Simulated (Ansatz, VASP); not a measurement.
HfSiO4: VASP beside Ansatz

File INCAR:

```
SYSTEM = HfSiO4
PREC = Accurate
ENCUT = 520
EDIFF = 1E-6
ISMEAR = -1
SIGMA = 0.02
LREAL = .FALSE.
LASPH = .TRUE.
NELM = 60
ALGO = Normal
ISIF = 2
LWAVE = .FALSE.
LCHARG = .TRUE.
GGA = PE
LELF = .TRUE.
LVHAR = .TRUE.
NBANDS = 50
```

The input KPOINTS:

```
Automatic mesh
0
G
  6 6 6
  0 0 0
```

Contents of POSCAR:

```
HfSiO4
1.0
   -3.2250066896      3.2250066896      2.9260535667
    3.2250066896     -3.2250066896      2.9260535667
    3.2250066896      3.2250066896     -2.9260535667
Hf Si O
2 2 8
Direct
    0.0000000000      0.0000000000      0.0000000000
    0.7500000000      0.2500000000      0.5000000000
    0.2500000000      0.7500000000      0.5000000000
    0.5000000000      0.5000000000      0.0000000000
    0.1337816213      0.3202899270      0.8134916944
    0.0702899270      0.7567982326      0.6865083056
    0.0702899270      0.3837816213      0.3134916944
    0.5067982326      0.3202899270      0.1865083056
    0.6797100730      0.4932017674      0.8134916944
    0.6162183787      0.9297100730      0.6865083056
    0.2432017674      0.9297100730      0.3134916944
    0.6797100730      0.8662183787      0.1865083056
```

Input for Ansatz:

```yaml
crystal:
  lattice:
    - [-3.2250066896, 3.2250066896, 2.9260535667]
    - [3.2250066896, -3.2250066896, 2.9260535667]
    - [3.2250066896, 3.2250066896, -2.9260535667]
  atoms:
    - { symbol: Hf, position: [0.0, 0.0, 0.0] }
    - { symbol: Hf, position: [0.75, 0.25, 0.5] }
    - { symbol: Si, position: [0.25, 0.75, 0.5] }
    - { symbol: Si, position: [0.5, 0.5, 0.0] }
    - { symbol: O, position: [0.1337816213, 0.320289927, 0.8134916944] }
    - { symbol: O, position: [0.070289927, 0.7567982326, 0.6865083056] }
    - { symbol: O, position: [0.070289927, 0.3837816213, 0.3134916944] }
    - { symbol: O, position: [0.5067982326, 0.320289927, 0.1865083056] }
    - { symbol: O, position: [0.679710073, 0.4932017674, 0.8134916944] }
    - { symbol: O, position: [0.6162183787, 0.929710073, 0.6865083056] }
    - { symbol: O, position: [0.2432017674, 0.929710073, 0.3134916944] }
    - { symbol: O, position: [0.679710073, 0.8662183787, 0.1865083056] }
kpoints:
  mp_grid: { grid: [6, 6, 6] }
  band_path:
    path:
      - [0.0, 0.0, 0.0]
      - [0.0, 0.0, 0.5]
      - [-0.5, 0.5, 0.5]
      - [0.4557990254, 0.4557990254, -0.4557990254]
      - [-0.4557990254, 0.5442009746, 0.4557990254]
      - [0.25, 0.25, 0.25]
      - [0.0, 0.5, 0.0]
      - [0.1666666667, 0.1666666667, 0.1666666667]
      - [0.166667, 0.270833, 0.28125]
    npoints: 1
hamiltonian:
  xc: pbe
scf:
  occupations: { method: fermi_dirac, width: 0.02 }
  n_extra_bands: 7
output:
  forces: true
  stress: true
  eigenvalues: true
```

Change from the starting cell: hydrostatic strain -2.0%.

Alike in both runs: task single point; functional PBE; k mesh 6 × 6 × 6; occupations fermi-dirac, width 0.02 eV; no spin polarisation.

|  | VASP | Ansatz |
| --- | --- | --- |
| version | VASP 6.6.1 | Ansatz 0.2.0 |
| potentials or method | VASP PAW PBE potentials, release 64 (Hf_pv, Si, O) | plane waves, PAW |
| plane-wave cutoff (eV) | 520 | 420 |
| valence electrons in the cell | 76 | 108 |

|  | VASP | Ansatz | Ansatz less VASP |
| --- | --- | --- | --- |
| gap on the k mesh at the Fermi level (eV) | 5.71 | 5.76 | +0.052 |
| pressure (GPa) | 21.2 | 23.1 | +1.90 |
| traceless stress, the component that is largest in VASP (GPa) | 2.28 | 2.00 | -0.281 |
| rms of the force components (eV/Å) | 0.236 | 0.135 | -0.1009 |

Atom by atom the forces differ by 0.101 eV/Å (rms over components). With one functional, cell and mesh, what is left measures potentials, basis and numerics. VASP's potentials hold 76 valence electrons a cell and Ansatz's 108, so a difference there can come from the potentials and not from the codes.

Spin-orbit coupling is off throughout.
